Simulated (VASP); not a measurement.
# Sb2Au (Fm-3m) in VASP: a series of runs

The runs below take Sb2Au through single point, with LDA.

All numbers are computed with VASP 6.6.1; they aren't measurements. Logs are shortened: lines on timing, memory, paths and dates and some standing lists are left out, and cuts for length are marked.

## Step 1: The cell of the first run

The structure is cubic, space group Fm-3m (No. 225). The conventional cell has a = 6.600 Å, b = 6.600 Å, c = 6.600 Å, α = 90.00°, β = 90.00°, γ = 90.00°. Within 3.8 Å of Sb (site symmetry -43m) lie 4 Au at 2.86 Å and 6 Sb at 3.30 Å. Au (site symmetry m-3m) has 8 Sb at 2.86 Å within 3.8 Å.

## Step 2: Single point, LDA

INCAR reads:

```
SYSTEM = Sb2Au
  PREC = Accurate
  ENCUT = 520
  EDIFF = 1E-6
  ISMEAR = -1
  SIGMA = 0.1
  LREAL = .False.
  LASPH = .True.
  NELM = 100
  ALGO = Normal
  ISIF = 2
  LWAVE = .False.
  LCHARG = .False.
  NBANDS = 18
```

KPOINTS reads:

```
regular mesh
0
Gamma
  6 6 6
  0 0 0
```

POSCAR reads:

```
Sb2Au
1.0
    0.0000000000      3.3000322912      3.3000322912
    3.3000322912      0.0000000000      3.3000322912
    3.3000322912      3.3000322912      0.0000000000
Sb Au
2 1
Direct
    0.2500000000      0.2500000000      0.2500000000
    0.7500000000      0.7500000000      0.7500000000
    0.0000000000      0.0000000000      0.0000000000
```

Potentials or basis: VASP PAW LDA potentials, release 64 (Sb, Au).

Started as:

```sh
> cat potpaw_LDA.64/Sb/POTCAR potpaw_LDA.64/Au/POTCAR > POTCAR
> mpirun -np 1 vasp_std > vasp.out
```

OUTCAR:

```text
SYSTEM = Sb2Au
   PREC = Accurate
   ENCUT = 520
   EDIFF = 1E-6
   ISMEAR = -1
   LREAL = .False.
   LASPH = .True.
   NELM = 100
   ISIF = 2

 ion  position               nearest neighbor table
   1  0.250  0.250  0.250-   3 2.86   3 2.86   3 2.86   3 2.86   2 3.30   2 3.30   2 3.30   2 3.30
                             2 3.30   2 3.30
   2  0.750  0.750  0.750-   3 2.86   3 2.86   3 2.86   3 2.86   1 3.30   1 3.30   1 3.30   1 3.30
                             1 3.30   1 3.30
   3  0.000  0.000  0.000-   2 2.86   2 2.86   2 2.86   1 2.86   1 2.86   1 2.86   2 2.86   1 2.86

  LATTYP: Found a face centered cubic cell.
 ALAT       =     6.6000645824

  Lattice vectors:

 A1 = (   0.0000000000,   3.3000322912,   3.3000322912)
 A2 = (   3.3000322912,   0.0000000000,   3.3000322912)
 A3 = (   3.3000322912,   3.3000322912,   0.0000000000)

Analysis of symmetry for initial positions (statically):
=====================================================================
 Subroutine PRICEL returns:
 Original cell was already a primitive cell.

 Routine SETGRP: Setting up the symmetry group for a
 face centered cubic supercell.

 Subroutine GETGRP returns: Found 48 space group operations
 (whereof 48 operations were pure point group operations)
 out of a pool of 48 trial point group operations.

The static configuration has the point symmetry O_h .

Analysis of symmetry for dynamics (positions and initial velocities):
=====================================================================
 Subroutine PRICEL returns:
 Original cell was already a primitive cell.

 Routine SETGRP: Setting up the symmetry group for a
 face centered cubic supercell.

 Subroutine GETGRP returns: Found 48 space group operations
 (whereof 48 operations were pure point group operations)
 out of a pool of 48 trial point group operations.

The dynamic configuration has the point symmetry O_h .

 Subroutine INISYM returns: Found 48 space group operations
 (whereof 48 operations are pure point group operations),
 and found     1 'primitive' translations

----------------------------------------------------------------------------------------

                                     Primitive cell

  volume of cell :      71.8761

  direct lattice vectors                    reciprocal lattice vectors
     0.000000000  3.300032291  3.300032291    -0.151513669  0.151513669  0.151513669
     3.300032291  0.000000000  3.300032291     0.151513669 -0.151513669  0.151513669
     3.300032291  3.300032291  0.000000000     0.151513669  0.151513669 -0.151513669

  length of vectors
     4.666950422  4.666950422  4.666950422     0.262429373  0.262429373  0.262429373

  position of ions in fractional coordinates (direct lattice)
     0.250000000  0.250000000  0.250000000
     0.750000000  0.750000000  0.750000000
     0.000000000  0.000000000  0.000000000

  ion indices of the primitive-cell ions
   primitive index   ion index
                 1           1
                 2           2
                 3           3

----------------------------------------------------------------------------------------

 KPOINTS: regular mesh

Automatic generation of k-mesh.
 Grid dimensions read from file:
 generate k-points for:    6    6    6

 Generating k-lattice:

  Cartesian coordinates                     Fractional coordinates (reciprocal lattice)
    -0.025252278  0.025252278  0.025252278     0.166666667  0.000000000  0.000000000
     0.025252278 -0.025252278  0.025252278     0.000000000  0.166666667  0.000000000
     0.025252278  0.025252278 -0.025252278     0.000000000  0.000000000  0.166666667

  Length of vectors
     0.043738229  0.043738229  0.043738229

  Shift w.r.t. Gamma in fractional coordinates (k-lattice)
     0.000000000  0.000000000  0.000000000

 Subroutine IBZKPT returns following result:
 ===========================================

 Found     16 irreducible k-points:

 Following reciprocal coordinates:
            Coordinates               Weight
  0.000000  0.000000  0.000000      1.000000
  0.166667  0.000000  0.000000      8.000000
  0.333333  0.000000  0.000000      8.000000
  0.500000  0.000000  0.000000      4.000000
  0.166667  0.166667  0.000000      6.000000
  0.333333  0.166667  0.000000     24.000000
[... 8 lines left out ...]
 -0.333333  0.333333  0.166667     24.000000
 -0.333333  0.500000  0.166667     12.000000
   k-points           NKPTS =     16   k-points in BZ     NKDIM =     16   number of bands    NBANDS=     18
   number of dos      NEDOS =    301   number of ions     NIONS =      3
   total plane-waves  NPLWV =  46656
   dimension x,y,z NGX =    36 NGY =   36 NGZ =   36
   dimension x,y,z NGXF=    72 NGYF=   72 NGZF=   72
   ions per type =               2   1
   NGX,Y,Z   is equivalent  to a cutoff of  12.82, 12.82, 12.82 a.u.
   NGXF,Y,Z  is equivalent  to a cutoff of  25.65, 25.65, 25.65 a.u.
 SYSTEM =  Sb2Au
   PREC   = accura    normal or accurate (medium, high low for compatibility)
   ISTART =      0    job   : 0-new  1-cont  2-samecut
   ICHARG =      2    charge: 1-file 2-atom 10-const
   ISPIN  =      1    spin polarized calculation?
   LNONCOLLINEAR =      F non collinear calculations
   LSORBIT =      F    spin-orbit coupling
   LASPH  =      T    aspherical Exc in radial PAW
   ENCUT  =  520.0 eV  38.22 Ry    6.18 a.u.   8.68  8.68  8.68*2*pi/ulx,y,z
   NELM   =    100;   NELMIN=  2; NELMDL= -5     # of ELM steps
   EDIFF  = 0.1E-05   stopping-criterion for ELM
   LREAL  =      F    real-space projection
   EDIFFG = 0.1E-04   stopping-criterion for IOM
   NSW    =      0    number of steps for IOM
   IBRION =     -1    ionic relax: 0-MD 1-quasi-New 2-CG
   NFREE  =      0    steps in history (QN), initial steepest desc. (CG)
   ISIF   =      2    stress and relaxation
   ISYM   =      2    0-nonsym 1-usesym 2-fastsym
   POTIM  = 0.5000    time-step for ionic-motion
   TEBEG  =    0.0;   TEEND  =   0.0 temperature during run
   PSTRESS=    0.0 pullay stress
   NELECT =      21.0000    total number of electrons
   NUPDOWN=      -1.0000    fix difference up-down
   EMIN   =  10.00;   EMAX   =-10.00  energy-range for DOS
   EFERMI =   0.00;   METHOD = LEGACY
   ISMEAR =    -1;   SIGMA  =   0.10  broadening in eV -4-tet -1-fermi 0-gaus
   EFERMI_NEDOS =   21; number of points for ismear=-14 and -15
   IALGO  =     38    algorithm
   IMIX   =      4    mixing-type and parameters
     AMIX     =   0.40;   BMIX     =  1.00
     AMIX_MAG =   1.60;   BMIX_MAG =  1.00
  volume/ion in A,a.u.               =      23.96       161.68
  Fermi-wavevector in a.u.,A,eV,Ry     =   1.086308  2.052825 16.055767  1.180066
  Thomas-Fermi vector in A             =   2.222442
   LORBIT       =      0    0 simple, 1 ext, 2 COOP (PROOUT), +10 PAW based schemes
   GGA     = CA    functional components
   LHFCALC =     F    Hartree Fock is set to
   AEXX    =    0.0000 exact exchange contribution
   IVDW    =     0    specifies the selected vdW correction
   LEPSILON=     F    determine dielectric tensor
   LRPA    =     F    only Hartree local field effects (RPA)
 non-spin polarized calculation
  energy-cutoff  :      520.00
  volume of cell :       71.88
 maximum number of plane-waves:      1964
   NGX = 17   NGY = 17   NGZ = 17

 number of electron      20.9999998 magnetization

 Free energy of the ion-electron system (eV)
  ---------------------------------------------------
  ext. energy  EPLUGINS =         0.00000000
  ---------------------------------------------------
  free energy    TOTEN  =       -13.81248792 eV

  energy without entropy =      -13.76548943  energy(sigma->0) =      -13.78898868

 E-fermi :   9.1288     XC(G=0): -10.7679

 val. band max:        9.1187819913   @ k =   0.1667   0.0000   0.0000
 cond. band min:       9.1688750946   @ k =  -0.1667   0.1667   0.0000
 fundamental gap:      0.0500931034
 Fermi energy:         9.1288452028

 k-point     1 :       0.0000    0.0000    0.0000
  band No.  band energies     occupation
      1      -4.2171      2.00000
      2       2.1905      2.00000
      3       2.1905      2.00000
      4       2.1905      2.00000
      5       2.2490      2.00000
      6       3.5309      2.00000
[... 10 lines left out ...]
     17      11.5839      0.00000
     18      14.9116      0.00000

 k-point     2 :       0.1667    0.0000    0.0000
  band No.  band energies     occupation
      1      -3.9344      2.00000
      2       0.7628      2.00000
      3       2.2966      2.00000
      4       2.2966      2.00000
      5       3.4955      2.00000
      6       3.4955      2.00000
[... 10 lines left out ...]
     17      13.8877      0.00000
     18      16.1712      0.00000

 k-point     3 :       0.3333    0.0000    0.0000
  band No.  band energies     occupation
      1      -3.1371      2.00000
      2      -0.5358      2.00000
      3       2.4987      2.00000
      4       2.4987      2.00000
      5       3.4949      2.00000
      6       3.4949      2.00000
[... 10 lines left out ...]
     17      16.9244      0.00000
     18      18.1915      0.00000

 k-point     4 :       0.5000    0.0000    0.0000
  band No.  band energies     occupation
      1      -2.2481      2.00000
      2      -1.5343      2.00000
      3       2.5792      2.00000
      4       2.5792      2.00000
      5       3.1823      2.00000
      6       3.5623      2.00000
[... 10 lines left out ...]
     17      15.1757      0.00000
     18      17.7412      0.00000

 k-point     5 :       0.1667    0.1667    0.0000
  band No.  band energies     occupation
      1      -3.8396      2.00000
      2       0.6275      2.00000
      3       2.3189      2.00000
      4       2.3189      2.00000
      5       3.3622      2.00000
      6       3.5597      2.00000
[... 10 lines left out ...]
     17      13.1466      0.00000
     18      15.5859      0.00000

 k-point     6 :       0.3333    0.1667    0.0000
  band No.  band energies     occupation
      1      -3.2115      2.00000
      2      -0.2501      2.00000
      3       2.5043      2.00000
      4       2.5121      2.00000
      5       3.2000      2.00000
      6       3.5782      2.00000
[... 10 lines left out ...]
     17      15.8521      0.00000
     18      16.4855      0.00000

 k-point     7 :       0.5000    0.1667    0.0000
  band No.  band energies     occupation
      1      -2.2289      2.00000
      2      -1.2708      2.00000
      3       2.5135      2.00000
      4       2.6830      2.00000
      5       2.9829      2.00000
      6       3.4619      2.00000
[... 10 lines left out ...]
     17      16.0594      0.00000
     18      17.8756      0.00000

 k-point     8 :      -0.3333    0.1667    0.0000
  band No.  band energies     occupation
      1      -2.5680      2.00000
      2      -0.9594      2.00000
      3       2.4523      2.00000
      4       2.7026      2.00000
      5       3.2550      2.00000
      6       3.3660      2.00000
[... 10 lines left out ...]
     17      16.4418      0.00000
     18      17.2802      0.00000

 k-point     9 :      -0.1667    0.1667    0.0000
  band No.  band energies     occupation
      1      -3.4776      2.00000
      2       0.0080      2.00000
      3       2.3590      2.00000
      4       2.4886      2.00000
      5       3.3691      2.00000
      6       3.5449      2.00000
[... 10 lines left out ...]
     17      14.9080      0.00000
     18      16.8223      0.00000

 k-point    10 :       0.3333    0.3333    0.0000
  band No.  band energies     occupation
      1      -2.7844      2.00000
      2      -0.4034      2.00000
      3       2.4661      2.00000
      4       2.7311      2.00000
      5       2.7311      2.00000
      6       3.6183      2.00000
[... 10 lines left out ...]
     17      16.0227      0.00000
     18      16.0227      0.00000

 k-point    11 :       0.5000    0.3333    0.0000
  band No.  band energies     occupation
      1      -2.0228      2.00000
      2      -0.8812      2.00000
      3       1.7355      2.00000
      4       2.9769      2.00000
      5       2.9930      2.00000
      6       3.4174      2.00000
[... 10 lines left out ...]
     17      16.8452      0.00000
     18      17.2007      0.00000

 k-point    12 :      -0.3333    0.3333    0.0000
  band No.  band energies     occupation
      1      -1.6793      2.00000
      2      -1.3652      2.00000
      3       1.9484      2.00000
      4       2.6790      2.00000
      5       3.0030      2.00000
      6       3.3020      2.00000
[... 10 lines left out ...]
     17      16.7377      0.00000
     18      18.7084      0.00000

 k-point    13 :       0.5000    0.5000    0.0000
  band No.  band energies     occupation
      1      -1.8230      2.00000
      2      -0.7541      2.00000
      3       1.1362      2.00000
      4       3.2074      2.00000
      5       3.2074      2.00000
      6       3.6481      2.00000
[... 10 lines left out ...]
     17      16.9067      0.00000
     18      17.1017      0.00000

 k-point    14 :       0.5000    0.3333    0.1667
  band No.  band energies     occupation
      1      -2.4782      2.00000
      2      -0.7819      2.00000
      3       2.4588      2.00000
      4       2.7950      2.00000
      5       2.8272      2.00000
      6       3.4151      2.00000
[... 10 lines left out ...]
     17      16.2028      0.00000
     18      17.0378      0.00000

 k-point    15 :      -0.3333    0.3333    0.1667
  band No.  band energies     occupation
      1      -1.6513      2.00000
      2      -1.4040      2.00000
      3       2.1671      2.00000
      4       2.4411      2.00000
      5       2.9728      2.00000
      6       3.4831      2.00000
[... 10 lines left out ...]
     17      16.9266      0.00000
     18      17.4305      0.00000

 k-point    16 :      -0.3333    0.5000    0.1667
  band No.  band energies     occupation
      1      -1.6033      2.00000
      2      -1.0788      2.00000
      3       1.4437      2.00000
      4       2.7207      2.00000
      5       3.2114      2.00000
      6       3.3204      2.00000
[... 10 lines left out ...]
     17      16.9581      0.00000
     18      18.2544      0.00000

------------------------ aborting loop because EDIFF is reached ----------------------------------------

  FORCE on cell =-STRESS in cart. coord.  units (eV):
  Direction    XX          YY          ZZ          XY          YZ          ZX
  --------------------------------------------------------------------------------------
  -------------------------------------------------------------------------------------
  Total        2.7151261      2.7151261      2.7151261      0.0000000     -0.0000000      0.0000000
  in kB       60.5223842     60.5223842     60.5223842      0.0000000     -0.0000000      0.0000000
  external PRESSURE =      60.5223842 kB  Pullay stress =       0.0000000 kB

 VOLUME and BASIS-vectors are now :
 -----------------------------------------------------------------------------
  energy-cutoff  :      520.00
  volume of cell :       71.88
      direct lattice vectors                 reciprocal lattice vectors
     0.000000000  3.300032291  3.300032291    -0.151513669  0.151513669  0.151513669
     3.300032291  0.000000000  3.300032291     0.151513669 -0.151513669  0.151513669
     3.300032291  3.300032291  0.000000000     0.151513669  0.151513669 -0.151513669

 POSITION                                       TOTAL-FORCE (eV/Angst)
 -----------------------------------------------------------------------------------
      1.65002      1.65002      1.65002         0.000000      0.000000      0.000000
      4.95005      4.95005      4.95005        -0.000000     -0.000000     -0.000000
      0.00000      0.00000      0.00000        -0.000000     -0.000000     -0.000000
 -----------------------------------------------------------------------------------
    total drift:                               -0.000000      0.000000      0.000000

  FREE ENERGIE OF THE ION-ELECTRON SYSTEM (eV)
  ---------------------------------------------------
  free  energy   TOTEN  =       -13.8124879244 eV

  energy  without entropy=      -13.7654894278  energy(sigma->0) =      -13.78898868
```

Run time: 8.9 s. Hardware: 1 thread of Intel Xeon 6975P-C (Granite Rapids), shared host; peak memory 0.17 GiB.

Results:

- Free energy: -13.8125 eV
- Pressure: 6.1 GPa

Caveat: spin-orbit coupling is left out, which moves the levels of the heavy elements.

(Part 1 of 2 ends here.)
